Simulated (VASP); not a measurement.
# CaSe (Fm-3m) in VASP: settings compared, part 2 of 3

VASP 6.6.1.

### Step 4. Single point, r2SCAN

This run uses another cell than the first one, of 26.43 Å³/atom.

Input file POSCAR:

```
CaSe
1.0
    0.0000000000      2.9786908139      2.9786908139
    2.9786908139      0.0000000000      2.9786908139
    2.9786908139      2.9786908139      0.0000000000
Ca Se
1 1
Direct
    0.5000000000      0.5000000000      0.5000000000
    0.0000000000      0.0000000000      0.0000000000
```

Input file INCAR.step1:

```
SYSTEM = CaSe
PREC = Accurate
ENCUT = 520
ISMEAR = 0
SIGMA = 0.02
LREAL = .FALSE.
LASPH = .TRUE.
NELM = 80
NBANDS = 15
GGA = PE
ALGO = Normal
EDIFF = 1E-4
LWAVE = .TRUE.
LCHARG = .FALSE.
```

Input file INCAR.step2:

```
SYSTEM = CaSe
PREC = Accurate
ENCUT = 520
EDIFF = 1E-6
ISMEAR = 0
SIGMA = 0.02
LREAL = .FALSE.
LASPH = .TRUE.
NELM = 80
ALGO = Normal
ISIF = 2
LWAVE = .FALSE.
LCHARG = .FALSE.
METAGGA = R2SCAN
LMIXTAU = .TRUE.
NBANDS = 15
ISTART = 1
```

Input file KPOINTS:

```
Automatic mesh
0
G
  8 8 8
  0 0 0
```

Potentials or basis: VASP PAW PBE potentials, release 64 (Ca_sv, Se).

The run is started by

```sh
cat potpaw_PBE.64/Ca_sv/POTCAR potpaw_PBE.64/Se/POTCAR > POTCAR
cp INCAR.step1 INCAR
mpirun -np 1 vasp_std > vasp.out
cp INCAR.step2 INCAR
mpirun -np 1 vasp_std > vasp.out
```

OUTCAR:

```text
SYSTEM = CaSe
   PREC = Accurate
   ENCUT = 520
   EDIFF = 1E-6
   ISMEAR = 0
   LREAL = .FALSE.
   LASPH = .TRUE.
   NELM = 80
   ISIF = 2
   METAGGA = R2SCAN
   ISTART = 1

 ion  position               nearest neighbor table
   1  0.500  0.500  0.500-   2 2.98   2 2.98   2 2.98   2 2.98   2 2.98   2 2.98
   2  0.000  0.000  0.000-   1 2.98   1 2.98   1 2.98   1 2.98   1 2.98   1 2.98

  LATTYP: Found a face centered cubic cell.
 ALAT       =     5.9573816278

  Lattice vectors:

 A1 = (   0.0000000000,   2.9786908139,   2.9786908139)
 A2 = (   2.9786908139,   0.0000000000,   2.9786908139)
 A3 = (   2.9786908139,   2.9786908139,   0.0000000000)

Analysis of symmetry for initial positions (statically):
=====================================================================
 Subroutine PRICEL returns:
 Original cell was already a primitive cell.

 Routine SETGRP: Setting up the symmetry group for a
 face centered cubic supercell.

 Subroutine GETGRP returns: Found 48 space group operations
 (whereof 48 operations were pure point group operations)
 out of a pool of 48 trial point group operations.

The static configuration has the point symmetry O_h .

Analysis of symmetry for dynamics (positions and initial velocities):
=====================================================================
 Subroutine PRICEL returns:
 Original cell was already a primitive cell.

 Routine SETGRP: Setting up the symmetry group for a
 face centered cubic supercell.

 Subroutine GETGRP returns: Found 48 space group operations
 (whereof 48 operations were pure point group operations)
 out of a pool of 48 trial point group operations.

The dynamic configuration has the point symmetry O_h .

 Subroutine INISYM returns: Found 48 space group operations
 (whereof 48 operations are pure point group operations),
 and found     1 'primitive' translations

----------------------------------------------------------------------------------------

                                     Primitive cell

  volume of cell :      52.8575

  direct lattice vectors                    reciprocal lattice vectors
     0.000000000  2.978690814  2.978690814    -0.167858979  0.167858979  0.167858979
     2.978690814  0.000000000  2.978690814     0.167858979 -0.167858979  0.167858979
     2.978690814  2.978690814  0.000000000     0.167858979  0.167858979 -0.167858979

  length of vectors
     4.212504947  4.212504947  4.212504947     0.290740281  0.290740281  0.290740281

  position of ions in fractional coordinates (direct lattice)
     0.500000000  0.500000000  0.500000000
     0.000000000  0.000000000  0.000000000

  ion indices of the primitive-cell ions
   primitive index   ion index
                 1           1
                 2           2

----------------------------------------------------------------------------------------

 KPOINTS: Automatic mesh

Automatic generation of k-mesh.
 Grid dimensions read from file:
 generate k-points for:    8    8    8

 Generating k-lattice:

  Cartesian coordinates                     Fractional coordinates (reciprocal lattice)
    -0.020982372  0.020982372  0.020982372     0.125000000  0.000000000  0.000000000
     0.020982372 -0.020982372  0.020982372     0.000000000  0.125000000  0.000000000
     0.020982372  0.020982372 -0.020982372     0.000000000  0.000000000  0.125000000

  Length of vectors
     0.036342535  0.036342535  0.036342535

  Shift w.r.t. Gamma in fractional coordinates (k-lattice)
     0.000000000  0.000000000  0.000000000

 Subroutine IBZKPT returns following result:
 ===========================================

 Found     29 irreducible k-points:

 Following reciprocal coordinates:
            Coordinates               Weight
  0.000000  0.000000  0.000000      1.000000
  0.125000  0.000000  0.000000      8.000000
  0.250000  0.000000  0.000000      8.000000
  0.375000  0.000000  0.000000      8.000000
  0.500000  0.000000  0.000000      4.000000
  0.125000  0.125000  0.000000      6.000000
[... 16 lines left out ...]
  0.500000  0.250000  0.125000     48.000000
 -0.375000  0.250000  0.125000     24.000000
 [... further k-points ...]
   k-points           NKPTS =     29   k-points in BZ     NKDIM =     29   number of bands    NBANDS=     15
   number of dos      NEDOS =    301   number of ions     NIONS =      2
   total plane-waves  NPLWV =  32768
   dimension x,y,z NGX =    32 NGY =   32 NGZ =   32
   dimension x,y,z NGXF=    64 NGYF=   64 NGZF=   64
   ions per type =               1   1
   NGX,Y,Z   is equivalent  to a cutoff of  12.63, 12.63, 12.63 a.u.
   NGXF,Y,Z  is equivalent  to a cutoff of  25.26, 25.26, 25.26 a.u.
 SYSTEM =  CaSe
   PREC   = accura    normal or accurate (medium, high low for compatibility)
   ISTART =      1    job   : 0-new  1-cont  2-samecut
   ICHARG =      0    charge: 1-file 2-atom 10-const
   ISPIN  =      1    spin polarized calculation?
   LNONCOLLINEAR =      F non collinear calculations
   LSORBIT =      F    spin-orbit coupling
   LASPH  =      T    aspherical Exc in radial PAW
   ENCUT  =  520.0 eV  38.22 Ry    6.18 a.u.   7.83  7.83  7.83*2*pi/ulx,y,z
   NELM   =     80;   NELMIN=  2; NELMDL=  0     # of ELM steps
   EDIFF  = 0.1E-05   stopping-criterion for ELM
   LREAL  =      F    real-space projection
   EDIFFG = 0.1E-04   stopping-criterion for IOM
   NSW    =      0    number of steps for IOM
   IBRION =     -1    ionic relax: 0-MD 1-quasi-New 2-CG
   NFREE  =      0    steps in history (QN), initial steepest desc. (CG)
   ISIF   =      2    stress and relaxation
   ISYM   =      2    0-nonsym 1-usesym 2-fastsym
   POTIM  = 0.5000    time-step for ionic-motion
   TEBEG  =    0.0;   TEEND  =   0.0 temperature during run
   PSTRESS=    0.0 pullay stress
   NELECT =      16.0000    total number of electrons
   NUPDOWN=      -1.0000    fix difference up-down
   EMIN   =  10.00;   EMAX   =-10.00  energy-range for DOS
   EFERMI =   0.00;   METHOD = LEGACY
   ISMEAR =     0;   SIGMA  =   0.02  broadening in eV -4-tet -1-fermi 0-gaus
   EFERMI_NEDOS =   21; number of points for ismear=-14 and -15
   IALGO  =     38    algorithm
   IMIX   =      4    mixing-type and parameters
     AMIX     =   0.40;   BMIX     =  1.00
     AMIX_MAG =   1.60;   BMIX_MAG =  1.00
  volume/ion in A,a.u.               =      26.43       178.35
  Fermi-wavevector in a.u.,A,eV,Ry     =   1.099207  2.077200 16.439315  1.208256
  Thomas-Fermi vector in A             =   2.235597
   LORBIT       =      0    0 simple, 1 ext, 2 COOP (PROOUT), +10 PAW based schemes
   METAGGA = R2SCAN    functional components
   LHFCALC =     F    Hartree Fock is set to
   AEXX    =    0.0000 exact exchange contribution
   IVDW    =     0    specifies the selected vdW correction
   LEPSILON=     F    determine dielectric tensor
   LRPA    =     F    only Hartree local field effects (RPA)
 non-spin polarized calculation
 Gauss-broadening in eV      SIGMA  =   0.02
  energy-cutoff  :      520.00
  volume of cell :       52.86
 maximum number of plane-waves:      1436
   NGX = 15   NGY = 15   NGZ = 15

 number of electron      15.9999996 magnetization

 Free energy of the ion-electron system (eV)
  ---------------------------------------------------
  ext. energy  EPLUGINS =         0.00000000
  ---------------------------------------------------
  free energy    TOTEN  =       -25.97899952 eV

  energy without entropy =      -25.97899952  energy(sigma->0) =      -25.97899952

 E-fermi :   2.1594     XC(G=0):  -9.4851

 val. band max:        2.0382073169   @ k =   0.0000   0.0000   0.0000
 cond. band min:       4.5810151338   @ k =   0.5000   0.5000   0.0000
 fundamental gap:      2.5428078170
 Fermi energy:         2.1594003405

 k-point     1 :       0.0000    0.0000    0.0000
  band No.  band energies     occupation
      1     -39.3259      2.00000
      2     -19.4330      2.00000
      3     -19.4330      2.00000
      4     -19.4330      2.00000
      5     -10.0813      2.00000
      6       2.0382      2.00000
      7       2.0382      2.00000
      8       2.0382      2.00000
      9       6.0521      0.00000
     10       6.2715      0.00000
     11       6.2715      0.00000
     12       6.2715      0.00000
     13       6.8504      0.00000
     14       6.8504      0.00000
     15      12.4812      0.00000
[... 397 lines left out ...]
 k-point    24 :      -0.3750    0.2500    0.1250
  band No.  band energies     occupation
      1     -39.3190      2.00000
      2     -19.5180      2.00000
      3     -19.4624      2.00000
      4     -19.4480      2.00000
      5      -9.4080      2.00000
      6      -0.7163      2.00000
      7       0.4597      2.00000
      8       0.8438      2.00000
      9       7.0541      0.00000
     10       7.3459      0.00000
     11       8.3166      0.00000
     12       8.6071      0.00000
     13       8.9325      0.00000
     14       9.8310      0.00000
     15      11.2510      0.00000

 [... further k-points ...]
[... 5 lines left out ...]
  --------------------------------------------------------------------------------------
  -------------------------------------------------------------------------------------
  Total       -0.1117053     -0.1117053     -0.1117053      0.0000000      0.0000000     -0.0000000
  in kB       -3.3859294     -3.3859294     -3.3859294      0.0000000      0.0000000     -0.0000000
  external PRESSURE =      -3.3859294 kB  Pullay stress =       0.0000000 kB

 VOLUME and BASIS-vectors are now :
 -----------------------------------------------------------------------------
  energy-cutoff  :      520.00
  volume of cell :       52.86
      direct lattice vectors                 reciprocal lattice vectors
     0.000000000  2.978690814  2.978690814    -0.167858979  0.167858979  0.167858979
     2.978690814  0.000000000  2.978690814     0.167858979 -0.167858979  0.167858979
     2.978690814  2.978690814  0.000000000     0.167858979  0.167858979 -0.167858979

 POSITION                                       TOTAL-FORCE (eV/Angst)
 -----------------------------------------------------------------------------------
      2.97869      2.97869      2.97869        -0.000000     -0.000000     -0.000000
      0.00000      0.00000      0.00000         0.000000      0.000000      0.000000
 -----------------------------------------------------------------------------------
    total drift:                                0.000000     -0.000000      0.000000

  FREE ENERGIE OF THE ION-ELECTRON SYSTEM (eV)
  ---------------------------------------------------
  free  energy   TOTEN  =       -25.9789995213 eV

  energy  without entropy=      -25.9789995213  energy(sigma->0) =      -25.97899952
```

OUTCAR.step1:

```text
SYSTEM = CaSe
   PREC = Accurate
   ENCUT = 520
   ISMEAR = 0
   LREAL = .FALSE.
   LASPH = .TRUE.
[... 653 lines left out ...]
      2.97869      2.97869      2.97869         0.000000      0.000000      0.000000
      0.00000      0.00000      0.00000        -0.000000     -0.000000     -0.000000
 -----------------------------------------------------------------------------------
    total drift:                                0.000000     -0.000000      0.000000

  FREE ENERGIE OF THE ION-ELECTRON SYSTEM (eV)
  ---------------------------------------------------
  free  energy   TOTEN  =        -9.4858241378 eV

  energy  without entropy=       -9.4858241378  energy(sigma->0) =       -9.48582414
```

OSZICAR.step1:

```text
N       E                     dE             d eps       ncg     rms          rms(c)
DAV:   1     0.105796596252E+03    0.10580E+03   -0.78140E+03   870   0.984E+02
DAV:   2    -0.355746203599E+01   -0.10935E+03   -0.10303E+03  1066   0.255E+02
DAV:   3    -0.956711297689E+01   -0.60097E+01   -0.59701E+01  1610   0.478E+01
DAV:   4    -0.962950695982E+01   -0.62394E-01   -0.62379E-01   971   0.451E+00
DAV:   5    -0.963018562375E+01   -0.67866E-03   -0.67863E-03  1228   0.445E-01    0.425E+00
DAV:   6    -0.948836066243E+01    0.14182E+00   -0.19055E-01   982   0.229E+00    0.253E+00
DAV:   7    -0.948150575963E+01    0.68549E-02   -0.99068E-02  1141   0.198E+00    0.820E-01
DAV:   8    -0.948557354503E+01   -0.40678E-02   -0.12209E-02   912   0.833E-01    0.116E-01
DAV:   9    -0.948568684525E+01   -0.11330E-03   -0.66088E-04  1131   0.253E-01    0.485E-02
DAV:  10    -0.948580431356E+01   -0.11747E-03   -0.15794E-04   922   0.779E-02    0.155E-02
DAV:  11    -0.948582413780E+01   -0.19824E-04   -0.44795E-05   582   0.597E-02
   1 F= -.94858241E+01 E0= -.94858241E+01  d E =-.226802E-17
```

It took 1.8 min on 1 thread of Intel Xeon 8259CL, shared host; peak memory 0.19 GiB.

What came out:

- Free energy: -25.9790 eV
- Pressure: -0.3 GPa
- Band gap on the k mesh: 2.54 eV (least direct gap 3.47 eV)

Caveat: the PAW data sets were made with another functional, which shifts forces and pressure a little. A k mesh can miss the band edges.

(Continued in part 3 of 3.)
